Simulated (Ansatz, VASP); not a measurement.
InPt3: VASP beside Ansatz

```
CELL_PARAMETERS angstrom
3.98800 0.00000 0.00000
0.00000 3.98800 0.00000
0.00000 0.00000 3.98800
ATOMIC_POSITIONS crystal
In 0.00000 0.00000 0.00000
Pt 0.50000 0.50000 0.00000
Pt 0.00000 0.50000 0.50000
Pt 0.50000 0.00000 0.50000
```

Alike in both runs: task single point; functional PBEsol; k mesh 10 × 10 × 10; occupations fermi-dirac, width 0.05 eV; no spin polarisation.

```csv
,VASP,Ansatz
version,VASP 6.6.1,Ansatz 0.2.0
potentials or method,"VASP PAW PBE potentials, release 64 (In_d, Pt), cutoff 520 eV","all-electron LAPW, scalar-relativistic"
```

|  | VASP | Ansatz | Ansatz less VASP |
| --- | --- | --- | --- |
| pressure (GPa) | 0.7 | 0.8 | +0.11 |

VASP's potentials were made for PBE, not for PBEsol. Ansatz ran all-electron here, and VASP with PAW potentials.

Spin-orbit coupling is off throughout.
